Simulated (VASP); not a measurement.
# TaAs (I4_1md) in VASP: further runs

Runs on TaAs. Level: PBE. Tasks: single point.

Everything below comes from runs of VASP 6.6.1. Logs are shortened: lines on timing, memory, paths and dates and some standing lists are left out, and cuts for length are marked.

## 1. The cell of the first run

Symmetry: I4_1md, No. 109, tetragonal system. The conventional cell has a = 3.424 Å, b = 3.424 Å, c = 11.520 Å, α = 90.00°, β = 90.00°, γ = 90.00°. Ta (site symmetry 2mm) has 6 As at 2.59 to 2.60 Å and 8 Ta at 3.35 to 3.42 Å within 3.5 Å. As (site symmetry 2mm) has 6 Ta at 2.59 to 2.60 Å and 8 As at 3.35 to 3.42 Å within 3.5 Å.

## 2. Single point, PBE (16.89 Å³/atom)

File INCAR:

```
PREC = Accurate
ENCUT = 520
EDIFF = 1E-7
ISMEAR = 0
SIGMA = 0.05
LREAL = False
LASPH = True
NELM = 80
ALGO = Normal
ISIF = 2
LWAVE = False
LCHARG = True
GGA = PE
LELF = True
LVHAR = True
NBANDS = 24
```

File KPOINTS:

```
regular mesh
0
Gamma
  16 16 16
```

File POSCAR:

```
TaAs
1.0
   -1.7122114760      1.7122114760      5.7600252696
    1.7122114760     -1.7122114760      5.7600252696
    1.7122114760      1.7122114760     -5.7600252696
Ta As
2 2
Direct
    0.5004580827      1.0004580827      0.5000000000
    0.7504580827      0.7504580827      0.0000000000
    0.0821413373      0.5821413373      0.5000000000
    0.3321413373      0.3321413373      0.0000000000
```

Potentials or basis: VASP PAW PBE potentials, release 64 (Ta_pv, As).

Launch:

```console
$ cat potpaw_PBE.64/Ta_pv/POTCAR potpaw_PBE.64/As/POTCAR > POTCAR
$ mpirun -np 1 vasp_std > vasp.out
```

OUTCAR:

```text
PREC = Accurate
   ENCUT = 520
   EDIFF = 1E-7
   ISMEAR = 0
   LREAL = False
   LASPH = True
   NELM = 80
   ISIF = 2
   GGA = PE

 ion  position               nearest neighbor table
   1  0.500  0.000  0.500-   4 2.59   4 2.59   3 2.60   3 2.60   3 2.60   3 2.60   2 3.35   2 3.35
                             2 3.35   2 3.35
   2  0.750  0.750  0.000-   3 2.59   3 2.59   4 2.60   4 2.60   4 2.60   4 2.60   1 3.35   1 3.35
                             1 3.35   1 3.35
   3  0.082  0.582  0.500-   2 2.59   2 2.59   1 2.60   1 2.60   1 2.60   1 2.60
   4  0.332  0.332  0.000-   1 2.59   1 2.59   2 2.60   2 2.60   2 2.60   2 2.60

  LATTYP: Found a body centered tetragonal cell.
 ALAT       =     3.4244229520
 C/A-ratio  =     3.3640851906

  Lattice vectors:

 A1 = (  -1.7122114760,   1.7122114760,   5.7600252696)
 A2 = (   1.7122114760,  -1.7122114760,   5.7600252696)
 A3 = (   1.7122114760,   1.7122114760,  -5.7600252696)

Analysis of symmetry for initial positions (statically):
=====================================================================
 Subroutine PRICEL returns:
 Original cell was already a primitive cell.

 Routine SETGRP: Setting up the symmetry group for a
 body centered tetragonal supercell.

 Subroutine GETGRP returns: Found  8 space group operations
 (whereof  4 operations were pure point group operations)
 out of a pool of 16 trial point group operations.

The static configuration has the point symmetry C_2v.
 The point group associated with its full space group is C_4v.

Analysis of symmetry for dynamics (positions and initial velocities):
=====================================================================
 Subroutine PRICEL returns:
 Original cell was already a primitive cell.

 Routine SETGRP: Setting up the symmetry group for a
 body centered tetragonal supercell.

 Subroutine GETGRP returns: Found  8 space group operations
 (whereof  4 operations were pure point group operations)
 out of a pool of 16 trial point group operations.

The dynamic configuration has the point symmetry C_2v.
 The point group associated with its full space group is C_4v.

 Subroutine INISYM returns: Found  8 space group operations
 (whereof  4 operations are pure point group operations),
 and found     1 'primitive' translations

----------------------------------------------------------------------------------------

                                     Primitive cell

  volume of cell :      67.5459

  direct lattice vectors                    reciprocal lattice vectors
    -1.712211476  1.712211476  5.760025270     0.000000000  0.292020003  0.086805175
     1.712211476 -1.712211476  5.760025270     0.292020003  0.000000000  0.086805175
     1.712211476  1.712211476 -5.760025270     0.292020003  0.292020003  0.000000000

  length of vectors
     6.248297959  6.248297959  6.248297959     0.304648684  0.304648684  0.412978648

  position of ions in fractional coordinates (direct lattice)
     0.500458083  0.000458083  0.500000000
     0.750458083  0.750458083  0.000000000
     0.082141337  0.582141337  0.500000000
     0.332141337  0.332141337  0.000000000

  ion indices of the primitive-cell ions
   primitive index   ion index
                 1           1
                 2           2
                 3           3
                 4           4

----------------------------------------------------------------------------------------

 KPOINTS: regular mesh

Automatic generation of k-mesh.
 Grid dimensions read from file:
 generate k-points for:   16   16   16

 Generating k-lattice:

  Cartesian coordinates                     Fractional coordinates (reciprocal lattice)
     0.000000000  0.018251250  0.005425323     0.062500000  0.000000000 -0.000000000
     0.018251250  0.000000000  0.005425323     0.000000000  0.062500000 -0.000000000
     0.018251250  0.018251250  0.000000000     0.000000000  0.000000000  0.062500000

  Length of vectors
     0.019040543  0.019040543  0.025811166

  Shift w.r.t. Gamma in fractional coordinates (k-lattice)
     0.000000000  0.000000000  0.000000000

 Subroutine IBZKPT returns following result:
 ===========================================

 Found    349 irreducible k-points:

 Following reciprocal coordinates:
            Coordinates               Weight
  0.000000  0.000000  0.000000      1.000000
  0.062500  0.000000 -0.000000      8.000000
  0.125000  0.000000 -0.000000      8.000000
  0.187500  0.000000 -0.000000      8.000000
  0.250000  0.000000 -0.000000      8.000000
  0.312500  0.000000  0.000000      8.000000
[... 16 lines left out ...]
 -0.125000  0.062500  0.000000     16.000000
 -0.062500  0.062500  0.000000      4.000000
 [... further k-points ...]
   k-points           NKPTS =    349   k-points in BZ     NKDIM =    349   number of bands    NBANDS=     24
   number of dos      NEDOS =    301   number of ions     NIONS =      4
   total plane-waves  NPLWV = 110592
   dimension x,y,z NGX =    48 NGY =   48 NGZ =   48
   dimension x,y,z NGXF=    96 NGYF=   96 NGZF=   96
   ions per type =               2   2
   NGX,Y,Z   is equivalent  to a cutoff of  12.77, 12.77, 12.77 a.u.
   NGXF,Y,Z  is equivalent  to a cutoff of  25.54, 25.54, 25.54 a.u.
 SYSTEM =  unknown system
   PREC   = accura    normal or accurate (medium, high low for compatibility)
   ISTART =      0    job   : 0-new  1-cont  2-samecut
   ICHARG =      2    charge: 1-file 2-atom 10-const
   ISPIN  =      1    spin polarized calculation?
   LNONCOLLINEAR =      F non collinear calculations
   LSORBIT =      F    spin-orbit coupling
   LASPH  =      T    aspherical Exc in radial PAW
   ENCUT  =  520.0 eV  38.22 Ry    6.18 a.u.  11.62 11.62 11.62*2*pi/ulx,y,z
   NELM   =     80;   NELMIN=  2; NELMDL= -5     # of ELM steps
   EDIFF  = 0.1E-06   stopping-criterion for ELM
   LREAL  =      F    real-space projection
   EDIFFG = 0.1E-05   stopping-criterion for IOM
   NSW    =      0    number of steps for IOM
   IBRION =     -1    ionic relax: 0-MD 1-quasi-New 2-CG
   NFREE  =      0    steps in history (QN), initial steepest desc. (CG)
   ISIF   =      2    stress and relaxation
   ISYM   =      2    0-nonsym 1-usesym 2-fastsym
   POTIM  = 0.5000    time-step for ionic-motion
   TEBEG  =    0.0;   TEEND  =   0.0 temperature during run
   PSTRESS=    0.0 pullay stress
   NELECT =      32.0000    total number of electrons
   NUPDOWN=      -1.0000    fix difference up-down
   EMIN   =  10.00;   EMAX   =-10.00  energy-range for DOS
   EFERMI =   0.00;   METHOD = LEGACY
   ISMEAR =     0;   SIGMA  =   0.05  broadening in eV -4-tet -1-fermi 0-gaus
   EFERMI_NEDOS =   21; number of points for ismear=-14 and -15
   IALGO  =     38    algorithm
   IMIX   =      4    mixing-type and parameters
     AMIX     =   0.40;   BMIX     =  1.00
     AMIX_MAG =   1.60;   BMIX_MAG =  1.00
  volume/ion in A,a.u.               =      16.89       113.96
  Fermi-wavevector in a.u.,A,eV,Ry     =   1.276219  2.411704 22.160273  1.628734
  Thomas-Fermi vector in A             =   2.408887
   LORBIT       =      0    0 simple, 1 ext, 2 COOP (PROOUT), +10 PAW based schemes
   GGA     = PE    functional components
   LHFCALC =     F    Hartree Fock is set to
   AEXX    =    0.0000 exact exchange contribution
   IVDW    =     0    specifies the selected vdW correction
   LEPSILON=     F    determine dielectric tensor
   LRPA    =     F    only Hartree local field effects (RPA)
 non-spin polarized calculation
 Gauss-broadening in eV      SIGMA  =   0.05
  energy-cutoff  :      520.00
  volume of cell :       67.55
 maximum number of plane-waves:      1841
   NGX = 23   NGY = 23   NGZ = 23

 number of electron      32.0000000 magnetization

 Free energy of the ion-electron system (eV)
  ---------------------------------------------------
  ext. energy  EPLUGINS =         0.00000000
  ---------------------------------------------------
  free energy    TOTEN  =       -35.04257144 eV

  energy without entropy =      -35.04212327  energy(sigma->0) =      -35.04234735

 E-fermi :   7.2679     XC(G=0): -12.0560

 val. band max:        7.2607532248   @ k =  -0.1875   0.3125   0.1875
 cond. band min:       7.2680996217   @ k =  -0.1250  -0.4375   0.1250
 fundamental gap:      0.0073463970
 Fermi energy:         7.2679491949

 k-point     1 :       0.0000    0.0000    0.0000
  band No.  band energies     occupation
      1     -27.6531      2.00000
      2     -27.6012      2.00000
      3     -27.6012      2.00000
      4     -27.4430      2.00000
      5     -27.4430      2.00000
      6     -27.3751      2.00000
[... 16 lines left out ...]
     23      11.4826      0.00000
     24      11.4826      0.00000

 k-point     2 :       0.0625    0.0000   -0.0000
  band No.  band energies     occupation
      1     -27.6513      2.00000
      2     -27.6072      2.00000
      3     -27.6005      2.00000
      4     -27.4495      2.00000
      5     -27.4422      2.00000
      6     -27.3758      2.00000
[... 16 lines left out ...]
     23      11.1760      0.00000
     24      11.6806      0.00000

 k-point     3 :       0.1250    0.0000   -0.0000
  band No.  band energies     occupation
      1     -27.6499      2.00000
      2     -27.6206      2.00000
      3     -27.5988      2.00000
      4     -27.4675      2.00000
      5     -27.4400      2.00000
      6     -27.3783      2.00000
[... 16 lines left out ...]
     23      11.3876      0.00000
     24      12.1890      0.00000
[... 514 lines left out ...]
 k-point    23 :      -0.1250    0.0625    0.0000
  band No.  band energies     occupation
      1     -27.6500      2.00000
      2     -27.6209      2.00000
      3     -27.6040      2.00000
      4     -27.4670      2.00000
      5     -27.4465      2.00000
      6     -27.3764      2.00000
[... 16 lines left out ...]
     23      11.5945      0.00000
     24      11.8897      0.00000

 k-point    24 :      -0.0625    0.0625    0.0000
  band No.  band energies     occupation
      1     -27.6507      2.00000
      2     -27.6079      2.00000
      3     -27.6051      2.00000
      4     -27.4496      2.00000
      5     -27.4480      2.00000
      6     -27.3751      2.00000
[... 16 lines left out ...]
     23      11.3203      0.00000
     24      11.4415      0.00000

 [... further k-points ...]

------------------------ aborting loop because EDIFF is reached ----------------------------------------

  FORCE on cell =-STRESS in cart. coord.  units (eV):
  Direction    XX          YY          ZZ          XY          YZ          ZX
  --------------------------------------------------------------------------------------
  -------------------------------------------------------------------------------------
  Total        3.5170327      3.5170327      3.4622343      0.0000000      0.0000000      0.0000000
  in kB       83.4233849     83.4233849     82.1235749      0.0000000      0.0000000      0.0000000
  external PRESSURE =      82.9901149 kB  Pullay stress =       0.0000000 kB

 VOLUME and BASIS-vectors are now :
 -----------------------------------------------------------------------------
  energy-cutoff  :      520.00
  volume of cell :       67.55
      direct lattice vectors                 reciprocal lattice vectors
    -1.712211476  1.712211476  5.760025270     0.000000000  0.292020003  0.086805175
     1.712211476 -1.712211476  5.760025270     0.292020003  0.000000000  0.086805175
     1.712211476  1.712211476 -5.760025270     0.292020003  0.292020003  0.000000000

 POSITION                                       TOTAL-FORCE (eV/Angst)
 -----------------------------------------------------------------------------------
      0.00000      1.71221      0.00528         0.000000      0.000000      0.002764
      0.00000      0.00000      8.64532         0.000000      0.000000      0.002764
      1.71221      0.00000      0.94627        -0.000000      0.000000     -0.002764
      0.00000      0.00000      3.82628         0.000000     -0.000000     -0.002764
 -----------------------------------------------------------------------------------
    total drift:                               -0.000000     -0.000000      0.000276

  FREE ENERGIE OF THE ION-ELECTRON SYSTEM (eV)
  ---------------------------------------------------
  free  energy   TOTEN  =       -35.0425714364 eV

  energy  without entropy=      -35.0421232688  energy(sigma->0) =      -35.04234735
```

It took 23 min on 1 thread of Oxide Virtual Turin-like, shared host; peak memory 0.68 GiB.

Results:

* Free energy: -35.0426 eV
* Pressure: 8.3 GPa
* Band gap on the k mesh: zero (bands 16 and 17 overlap by 0.05 eV)

Forces in eV/Å, atoms in the order of the input:
```
Ta   0.000  0.000  0.003
Ta   0.000  0.000  0.003
As   0.000  0.000 -0.003
As   0.000  0.000 -0.003
```

Stress tensor (GPa, compression positive):
```
8.34 0.00 0.00
0.00 8.34 0.00
0.00 0.00 8.21
```

Levels at points of the mesh, in eV from the Fermi level:
| k point | band 12 | band 13 | band 14 | band 15 | band 16 | band 17 | band 18 | band 19 | band 20 | band 21 |
| --- | --- | --- | --- | --- | --- | --- | --- | --- | --- | --- |
| (0.00, 0.00, 0.00) | -2.54 | -2.43 | -1.96 | -1.67 | -1.67 | 0.89 | 1.62 | 2.48 | 3.17 | 3.17 |
| (0.50, 0.00, 0.00) | -3.57 | -2.54 | -2.31 | -1.60 | -0.20 | 0.11 | 1.44 | 2.37 | 2.53 | 3.14 |
| (0.50, 0.50, 0.00) | -5.19 | -3.21 | -3.21 | -1.17 | -1.17 | 2.88 | 2.88 | 3.19 | 3.19 | 4.04 |
| (0.50, 0.50, 0.50) | -2.97 | -2.91 | -2.91 | -0.95 | -0.95 | 1.23 | 1.23 | 2.43 | 2.43 | 3.32 |

Caveat: the cell stands under pressure; spin-orbit coupling is left out, which moves the levels of the heavy elements.

[end of part 1 of 2]
